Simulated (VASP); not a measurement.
# NaLiICl (P4/mmm) in VASP: notebook

NaLiICl is run at these levels: LDA; tasks: single point.

Everything below comes from runs of VASP 6.6.1. Logs are shortened: lines on timing, memory, paths and dates and some standing lists are left out, and cuts for length are marked.

### 1 The cell of the first run

Symmetry: P4/mmm, No. 123, tetragonal system. Conventional cell: a = 3.764 Å, b = 3.764 Å, c = 5.718 Å, α = 90.00°, β = 90.00°, γ = 90.00°. Na (site symmetry 4/mmm) has 4 Cl at 2.66 Å and 2 I at 2.86 Å within 3.5 Å. Li (site symmetry 4/mmm) has 4 I at 2.66 Å and 2 Cl at 2.86 Å within 3.5 Å. I (site symmetry 4/mmm) has 4 Li at 2.66 Å and 2 Na at 2.86 Å within 3.5 Å. Within 3.5 Å of Cl (site symmetry 4/mmm) lie 4 Na at 2.66 Å and 2 Li at 2.86 Å.

### 2 Single point, LDA (strain -0.080 along x and y, -0.080 along z)

INCAR

```
ALGO     = Normal         # electronic algorithm
EDIFF    = 1E-6           # SCF threshold, eV
ENCUT    = 520            # plane-wave cutoff, eV
ISIF     = 2              # what is computed and relaxed
ISMEAR   = 0              # smearing method
LASPH    = T              # aspherical terms in the spheres
LCHARG   = F              # write CHGCAR
LREAL    = F              # projectors in reciprocal space
LWAVE    = F              # write WAVECAR
NBANDS   = 20             # bands
NELM     = 80             # most SCF steps
PREC     = Accurate       # precision mode
SIGMA    = 0.05           # smearing width, eV
```

KPOINTS

```
k-points
0
Gamma
  6 6 4
```

POSCAR

```
NaLiICl
1.0
    3.7643051200      0.0000000000      0.0000000000
    0.0000000000      3.7643051200      0.0000000000
    0.0000000000      0.0000000000      5.7181164800
Na Li I Cl
1 1 1 1
Direct
    0.5000000000      0.5000000000      0.5000000000
    0.0000000000      0.0000000000      0.0000000000
    0.5000000000      0.5000000000      0.0000000000
    0.0000000000      0.0000000000      0.5000000000
```

Potentials or basis: VASP PAW LDA potentials, release 64 (Na_pv, Li_sv, I, Cl).

Command:

```sh
> cat potpaw_LDA.64/Na_pv/POTCAR potpaw_LDA.64/Li_sv/POTCAR potpaw_LDA.64/I/POTCAR potpaw_LDA.64/Cl/POTCAR > POTCAR
> mpirun -np 1 vasp_std > vasp.out
```

OUTCAR:

```text
EDIFF = 1E-6
   ENCUT = 520
   ISIF = 2
   ISMEAR = 0
   LASPH = T
   LREAL = F
   NELM = 80
   PREC = Accurate

 ion  position               nearest neighbor table
   1  0.500  0.500  0.500-   4 2.66   4 2.66   4 2.66   4 2.66   3 2.86   3 2.86
   2  0.000  0.000  0.000-   3 2.66   3 2.66   3 2.66   3 2.66
   3  0.500  0.500  0.000-   2 2.66   2 2.66   2 2.66   2 2.66   1 2.86   1 2.86
   4  0.000  0.000  0.500-   1 2.66   1 2.66   1 2.66   1 2.66

  LATTYP: Found a simple tetragonal cell.
 ALAT       =     3.7643051200
 C/A-ratio  =     1.5190363952

  Lattice vectors:

 A1 = (   3.7643051200,   0.0000000000,   0.0000000000)
 A2 = (   0.0000000000,   3.7643051200,   0.0000000000)
 A3 = (   0.0000000000,   0.0000000000,   5.7181164800)

Analysis of symmetry for initial positions (statically):
=====================================================================
 Subroutine PRICEL returns:
 Original cell was already a primitive cell.

 Routine SETGRP: Setting up the symmetry group for a
 simple tetragonal supercell.

 Subroutine GETGRP returns: Found 16 space group operations
 (whereof 16 operations were pure point group operations)
 out of a pool of 16 trial point group operations.

The static configuration has the point symmetry D_4h.

Analysis of symmetry for dynamics (positions and initial velocities):
=====================================================================
 Subroutine PRICEL returns:
 Original cell was already a primitive cell.

 Routine SETGRP: Setting up the symmetry group for a
 simple tetragonal supercell.

 Subroutine GETGRP returns: Found 16 space group operations
 (whereof 16 operations were pure point group operations)
 out of a pool of 16 trial point group operations.

The dynamic configuration has the point symmetry D_4h.

 Subroutine INISYM returns: Found 16 space group operations
 (whereof 16 operations are pure point group operations),
 and found     1 'primitive' translations

----------------------------------------------------------------------------------------

                                     Primitive cell

  volume of cell :      81.0257

  direct lattice vectors                    reciprocal lattice vectors
     3.764305120  0.000000000  0.000000000     0.265653279  0.000000000  0.000000000
     0.000000000  3.764305120  0.000000000     0.000000000  0.265653279  0.000000000
     0.000000000  0.000000000  5.718116480     0.000000000  0.000000000  0.174882761

  length of vectors
     3.764305120  3.764305120  5.718116480     0.265653279  0.265653279  0.174882761

  position of ions in fractional coordinates (direct lattice)
     0.500000000  0.500000000  0.500000000
     0.000000000  0.000000000  0.000000000
     0.500000000  0.500000000  0.000000000
     0.000000000  0.000000000  0.500000000

  ion indices of the primitive-cell ions
   primitive index   ion index
                 1           1
                 2           2
                 3           3
                 4           4

----------------------------------------------------------------------------------------

 KPOINTS: k-points

Automatic generation of k-mesh.
 Grid dimensions read from file:
 generate k-points for:    6    6    4

 Generating k-lattice:

  Cartesian coordinates                     Fractional coordinates (reciprocal lattice)
     0.044275547  0.000000000  0.000000000     0.166666667  0.000000000  0.000000000
     0.000000000  0.044275547  0.000000000     0.000000000  0.166666667  0.000000000
     0.000000000  0.000000000  0.043720690     0.000000000  0.000000000  0.250000000

  Length of vectors
     0.044275547  0.044275547  0.043720690

  Shift w.r.t. Gamma in fractional coordinates (k-lattice)
     0.000000000  0.000000000  0.000000000

 Subroutine IBZKPT returns following result:
 ===========================================

 Found     30 irreducible k-points:

 Following reciprocal coordinates:
            Coordinates               Weight
  0.000000  0.000000  0.000000      1.000000
  0.166667  0.000000  0.000000      4.000000
  0.333333  0.000000  0.000000      4.000000
  0.500000  0.000000  0.000000      2.000000
  0.166667  0.166667  0.000000      4.000000
  0.333333  0.166667  0.000000      8.000000
[... 16 lines left out ...]
  0.333333  0.000000  0.500000      4.000000
  0.500000  0.000000  0.500000      2.000000
 [... further k-points ...]
   k-points           NKPTS =     30   k-points in BZ     NKDIM =     30   number of bands    NBANDS=     20
   number of dos      NEDOS =    301   number of ions     NIONS =      4
   total plane-waves  NPLWV =  37632
   dimension x,y,z NGX =    28 NGY =   28 NGZ =   48
   dimension x,y,z NGXF=    56 NGYF=   56 NGZF=   96
   ions per type =               1   1   1   1
   NGX,Y,Z   is equivalent  to a cutoff of  12.37, 12.37, 13.96 a.u.
   NGXF,Y,Z  is equivalent  to a cutoff of  24.73, 24.73, 27.91 a.u.
 SYSTEM =  unknown system
   PREC   = accura    normal or accurate (medium, high low for compatibility)
   ISTART =      0    job   : 0-new  1-cont  2-samecut
   ICHARG =      2    charge: 1-file 2-atom 10-const
   ISPIN  =      1    spin polarized calculation?
   LNONCOLLINEAR =      F non collinear calculations
   LSORBIT =      F    spin-orbit coupling
   LASPH  =      T    aspherical Exc in radial PAW
   ENCUT  =  520.0 eV  38.22 Ry    6.18 a.u.   7.00  7.00 10.63*2*pi/ulx,y,z
   NELM   =     80;   NELMIN=  2; NELMDL= -5     # of ELM steps
   EDIFF  = 0.1E-05   stopping-criterion for ELM
   LREAL  =      F    real-space projection
[... 7 lines left out ...]
   TEBEG  =    0.0;   TEEND  =   0.0 temperature during run
   PSTRESS=    0.0 pullay stress
   NELECT =      24.0000    total number of electrons
   NUPDOWN=      -1.0000    fix difference up-down
   EMIN   =  10.00;   EMAX   =-10.00  energy-range for DOS
   EFERMI =   0.00;   METHOD = LEGACY
   ISMEAR =     0;   SIGMA  =   0.05  broadening in eV -4-tet -1-fermi 0-gaus
   EFERMI_NEDOS =   21; number of points for ismear=-14 and -15
   IALGO  =     38    algorithm
   IMIX   =      4    mixing-type and parameters
     AMIX     =   0.40;   BMIX     =  1.00
     AMIX_MAG =   1.60;   BMIX_MAG =  1.00
  volume/ion in A,a.u.               =      20.26       136.70
  Fermi-wavevector in a.u.,A,eV,Ry     =   1.091284  2.062227 16.203182  1.190900
  Thomas-Fermi vector in A             =   2.227526
   LORBIT       =      0    0 simple, 1 ext, 2 COOP (PROOUT), +10 PAW based schemes
   GGA     = CA    functional components
   LHFCALC =     F    Hartree Fock is set to
   AEXX    =    0.0000 exact exchange contribution
   IVDW    =     0    specifies the selected vdW correction
   LEPSILON=     F    determine dielectric tensor
   LRPA    =     F    only Hartree local field effects (RPA)
 non-spin polarized calculation
 Gauss-broadening in eV      SIGMA  =   0.05
  energy-cutoff  :      520.00
  volume of cell :       81.03
 maximum number of plane-waves:      2204
 NGX is ok and might be reduce to    28
   NGX = 13   NGY = 13   NGZ = 21

 number of electron      23.9999983 magnetization

 Free energy of the ion-electron system (eV)
  ---------------------------------------------------
  ext. energy  EPLUGINS =         0.00000000
  ---------------------------------------------------
  free energy    TOTEN  =       -13.56567654 eV

  energy without entropy =      -13.56567654  energy(sigma->0) =      -13.56567654

 E-fermi :   3.1454     XC(G=0):  -9.4194

 val. band max:        2.8928074587   @ k =   0.5000   0.0000   0.5000
 cond. band min:       7.0909993803   @ k =   0.5000   0.0000   0.5000
 fundamental gap:      4.1981919217
 Fermi energy:         3.1453934905

 k-point     1 :       0.0000    0.0000    0.0000
  band No.  band energies     occupation
      1     -41.1927      2.00000
      2     -19.1197      2.00000
      3     -19.0507      2.00000
      4     -19.0507      2.00000
      5     -11.0795      2.00000
      6      -9.2364      2.00000
[... 12 lines left out ...]
     19      12.6562      0.00000
     20      14.0948      0.00000

 k-point     2 :       0.1667    0.0000    0.0000
  band No.  band energies     occupation
      1     -41.1925      2.00000
      2     -19.1190      2.00000
      3     -19.0603      2.00000
      4     -19.0496      2.00000
      5     -11.0046      2.00000
      6      -9.1655      2.00000
[... 12 lines left out ...]
     19      12.3515      0.00000
     20      12.9494      0.00000

 k-point     3 :       0.3333    0.0000    0.0000
  band No.  band energies     occupation
      1     -41.1921      2.00000
      2     -19.1177      2.00000
      3     -19.0793      2.00000
      4     -19.0474      2.00000
      5     -10.8470      2.00000
      6      -9.0154      2.00000
[... 12 lines left out ...]
     19      12.5019      0.00000
     20      13.1285      0.00000

 k-point     4 :       0.5000    0.0000    0.0000
  band No.  band energies     occupation
      1     -41.1919      2.00000
      2     -19.1171      2.00000
      3     -19.0888      2.00000
      4     -19.0463      2.00000
      5     -10.7639      2.00000
      6      -8.9358      2.00000
[... 12 lines left out ...]
     19      12.2078      0.00000
     20      13.6550      0.00000

 k-point     5 :       0.1667    0.1667    0.0000
  band No.  band energies     occupation
      1     -41.1923      2.00000
      2     -19.1184      2.00000
      3     -19.0607      2.00000
      4     -19.0562      2.00000
      5     -10.9409      2.00000
      6      -9.0837      2.00000
[... 12 lines left out ...]
     19      12.5884      0.00000
     20      13.7826      0.00000
[... 353 lines left out ...]
      6      -9.3278      2.00000
[... 12 lines left out ...]
     19      13.5637      0.00000
     20      13.5662      0.00000

 k-point    22 :       0.1667    0.0000    0.5000
  band No.  band energies     occupation
      1     -41.1925      2.00000
      2     -19.1213      2.00000
      3     -19.0602      2.00000
      4     -19.0495      2.00000
      5     -10.9567      2.00000
      6      -9.2277      2.00000
[... 12 lines left out ...]
     19      12.0921      0.00000
     20      13.2254      0.00000

 k-point    23 :       0.3333    0.0000    0.5000
  band No.  band energies     occupation
      1     -41.1921      2.00000
      2     -19.1199      2.00000
      3     -19.0792      2.00000
      4     -19.0473      2.00000
      5     -10.8290      2.00000
      6      -9.0086      2.00000
[... 12 lines left out ...]
     19      12.7999      0.00000
     20      13.8440      0.00000

 k-point    24 :       0.5000    0.0000    0.5000
  band No.  band energies     occupation
      1     -41.1919      2.00000
      2     -19.1192      2.00000
      3     -19.0887      2.00000
      4     -19.0462      2.00000
      5     -10.7627      2.00000
      6      -8.8876      2.00000
[... 12 lines left out ...]
     19      13.9143      0.00000
     20      14.3516      0.00000

 [... further k-points ...]
[... 5 lines left out ...]
  --------------------------------------------------------------------------------------
  -------------------------------------------------------------------------------------
  Total        2.9276510      2.9276510      1.8629436      0.0000000     -0.0000000     -0.0000000
  in kB       57.8904944     57.8904944     36.8372894      0.0000000     -0.0000000     -0.0000000
  external PRESSURE =      50.8727594 kB  Pullay stress =       0.0000000 kB

 VOLUME and BASIS-vectors are now :
 -----------------------------------------------------------------------------
  energy-cutoff  :      520.00
  volume of cell :       81.03
      direct lattice vectors                 reciprocal lattice vectors
     3.764305120  0.000000000  0.000000000     0.265653279  0.000000000  0.000000000
     0.000000000  3.764305120  0.000000000     0.000000000  0.265653279  0.000000000
     0.000000000  0.000000000  5.718116480     0.000000000  0.000000000  0.174882761

 POSITION                                       TOTAL-FORCE (eV/Angst)
 -----------------------------------------------------------------------------------
      1.88215      1.88215      2.85906         0.000000      0.000000      0.000000
      0.00000      0.00000      0.00000         0.000000      0.000000      0.000000
      1.88215      1.88215      0.00000         0.000000      0.000000      0.000000
      0.00000      0.00000      2.85906         0.000000      0.000000      0.000000
 -----------------------------------------------------------------------------------
    total drift:                                0.000000      0.000000      0.000000

  FREE ENERGIE OF THE ION-ELECTRON SYSTEM (eV)
  ---------------------------------------------------
  free  energy   TOTEN  =       -13.5656765420 eV

  energy  without entropy=      -13.5656765420  energy(sigma->0) =      -13.56567654
```

Run time: 14 s. Hardware: 1 thread of Intel Xeon 6975P-C (Granite Rapids), shared host; peak memory 0.19 GiB.

Results:

- Free energy: -13.5657 eV
- Band gap on the k mesh: 4.20 eV, direct

Levels at points of the mesh, in eV from the valence-band top:
```tsv
k point	band 10	band 11	band 12	band 13	band 14	band 15
(0.00, 0.00, 0.00)	-0.56	-0.49	-0.49	4.57	5.57	5.63
(0.50, 0.00, 0.00)	-1.80	-1.59	-0.01	5.87	6.35	6.89
(0.50, 0.50, 0.00)	-2.21	-2.14	-1.14	4.55	5.39	5.39
(0.00, 0.00, 0.50)	-1.63	-0.78	-0.78	6.14	6.54	6.81
(0.50, 0.00, 0.50)	-1.39	-0.96	0.00	4.20	5.47	6.55
(0.50, 0.50, 0.50)	-2.86	-2.15	-1.48	5.73	6.90	7.28
```

Caveat: the cell differs from its parent crystal (strain -0.080 along x and y, -0.080 along z); the cutoff is under 1.25 times the usual one of these potentials, so pressure, stress and relaxed cells hold a basis-set (Pulay) error; spin-orbit coupling is left out, which moves the levels of the heavy elements.

### 3 Single point, LDA (strain -0.080 along x and y, -0.040 along z)

INCAR

```
PREC = Accurate
ENCUT = 520
EDIFF = 1E-6
ISMEAR = 0
SIGMA = 0.05
LREAL = F
LASPH = T
NELM = 60
ALGO = Normal
ISIF = 2
LWAVE = F
LCHARG = F
NBANDS = 20
```

KPOINTS

```
Automatic mesh
0
Gamma
  6 6 4
```

Edit POSCAR of step 2 so:

```diff
@@ -4,3 +4,3 @@
     0.0000000000      3.7643051200      0.0000000000
-    0.0000000000      0.0000000000      5.7181164800
+    0.0000000000      0.0000000000      5.9667302400
 Na Li I Cl
```

Potentials or basis: VASP PAW LDA potentials, release 64 (Na_pv, Li_sv, I, Cl).

Command:

```sh
> cat potpaw_LDA.64/Na_pv/POTCAR potpaw_LDA.64/Li_sv/POTCAR potpaw_LDA.64/I/POTCAR potpaw_LDA.64/Cl/POTCAR > POTCAR
> mpirun -np 1 vasp_std > vasp.out
```

Run time: 14 s. Hardware: 1 thread of Intel Xeon 6975P-C (Granite Rapids), shared host; peak memory 0.19 GiB.

Results (log left out):

```
Free energy            : -13.6128 eV
Band gap on the k mesh : 4.06 eV, direct
```

Levels at points of the mesh, in eV from the valence-band top:
```csv
k point,band 9,band 10,band 11,band 12,band 13,band 14,band 15,band 16
"(0.00, 0.00, 0.00)",-1.71,-0.65,-0.56,-0.56,4.29,5.62,5.69,8.55
"(0.50, 0.00, 0.00)",-2.36,-1.78,-1.52,0.00,5.85,5.97,6.83,7.30
"(0.50, 0.50, 0.00)",-2.31,-2.31,-2.00,-1.13,4.46,5.41,5.41,5.90
"(0.00, 0.00, 0.50)",-1.57,-1.57,-0.78,-0.78,6.14,6.34,6.53,7.32
"(0.50, 0.00, 0.50)",-1.51,-1.47,-1.05,0.00,4.06,5.46,6.59,6.99
"(0.50, 0.50, 0.50)",-2.79,-2.79,-2.01,-1.37,5.45,6.72,7.09,7.09
```

Caveat: the cell differs from its parent crystal (strain -0.080 along x and y, -0.040 along z); the cutoff is under 1.25 times the usual one of these potentials, so pressure, stress and relaxed cells hold a basis-set (Pulay) error; spin-orbit coupling is left out, which moves the levels of the heavy elements. A k mesh can miss the band edges.

### 4 Single point, LDA (strain -0.080 along x and y, +0.000 along z)

INCAR

```
PREC = Accurate ; ENCUT = 520
EDIFF = 1E-6 ; ISMEAR = 0
SIGMA = 0.05 ; LREAL = F
LASPH = T ; NELM = 60
ALGO = Normal ; ISIF = 2
LWAVE = F ; LCHARG = F
GGA = CA ; NBANDS = 20
```

KPOINTS is that of step 3.

Edit POSCAR of step 3 so:

```diff
@@ -4,3 +4,3 @@
     0.0000000000      3.7643051200      0.0000000000
-    0.0000000000      0.0000000000      5.9667302400
+    0.0000000000      0.0000000000      6.2153440000
 Na Li I Cl
```

Command:

```sh
> cat potpaw_LDA.64/Na_pv/POTCAR potpaw_LDA.64/Li_sv/POTCAR potpaw_LDA.64/I/POTCAR potpaw_LDA.64/Cl/POTCAR > POTCAR
> mpirun -np 1 vasp_std > vasp.out
```

Wall time 14 s (1 thread of Intel Xeon 6975P-C (Granite Rapids), shared host); peak memory 0.19 GiB.

Results (log left out):

| Quantity | Value |
| --- | --- |
| Free energy | -13.6098 eV |
| Band gap on the k mesh | 3.96 eV, direct |

Levels at points of the mesh, in eV from the valence-band top:
```csv
k point,band 10,band 11,band 12,band 13,band 14,band 15
"(0.00, 0.00, 0.00)",-0.74,-0.62,-0.62,4.05,5.63,5.78
"(0.50, 0.00, 0.00)",-1.75,-1.47,0.00,5.63,5.83,6.79
"(0.50, 0.50, 0.00)",-2.38,-1.87,-1.09,4.40,5.45,5.45
"(0.00, 0.00, 0.50)",-1.51,-0.77,-0.77,6.14,6.15,6.24
"(0.50, 0.00, 0.50)",-1.47,-1.13,0.00,3.96,5.43,6.61
"(0.50, 0.50, 0.50)",-2.73,-1.88,-1.27,5.22,6.58,6.93
```

Caveat: the cell differs from its parent crystal (strain -0.080 along x and y, +0.000 along z); the cutoff is under 1.25 times the usual one of these potentials, so pressure, stress and relaxed cells hold a basis-set (Pulay) error; spin-orbit coupling is left out, which moves the levels of the heavy elements.

(Continued in part 2 of 2.)
